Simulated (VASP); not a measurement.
# Sb: single point with PBEsol

Sb:

```
Sb
1.0
     2.16230    1.24841    3.68709
    -2.16230    1.24841    3.68709
     0.00000   -2.49681    3.68709
Sb
2
Direct
  0.76471 0.76471 0.76471
  0.23529 0.23529 0.23529
```

```json
{
 "Program": "VASP 6.6.1",
 "Task": "single point",
 "Functional": "PBEsol",
 "Potentials or basis": "VASP PAW PBE potentials, release 64 (Sb)",
 "Cutoff": "520 eV",
 "k mesh": "8 × 8 × 8",
 "Occupations": "fermi-dirac, width 0.05 eV",
 "Spin": "no spin polarisation",
 "Dipole correction": "no",
 "Further INCAR settings": "ALGO = Normal; EDIFF = 1e-06; NBANDS = 12"
}
```

```
Pressure               : 0.2 GPa
Largest force          : 0.048 eV/Å
Band gap on the k mesh : zero (bands 5 and 6 overlap by 0.25 eV)
```

Forces in eV/Å, atoms in the order of the input:
```
Sb   0.000  0.000 -0.048
Sb   0.000  0.000  0.048
```

Levels at points of the mesh, in eV from the Fermi level:
```csv
k point,band 1,band 2,band 3,band 4,band 5,band 6,band 7,band 8,band 9,band 10
"(0.00, 0.00, 0.00)",-12.78,-4.74,-1.98,-1.85,-1.85,2.23,2.77,2.77,4.92,4.92
"(0.50, 0.00, 0.00)",-10.38,-9.73,-1.84,-1.64,-0.32,-0.23,0.20,0.31,7.75,8.48
"(0.50, 0.50, 0.00)",-10.37,-7.95,-5.58,-3.78,-3.76,1.51,5.03,5.46,7.08,8.79
"(0.50, 0.50, 0.50)",-11.07,-9.13,-1.32,-1.32,-0.55,-0.05,-0.05,0.93,7.17,8.78
```

Wall time 51 s on 1 thread of Intel Xeon 8259CL, with other jobs on the host, peak memory 0.22 GiB.

Caveat: the PAW data sets were made with another functional, which shifts forces and pressure a little; spin-orbit coupling is left out, which moves the levels of the heavy elements.
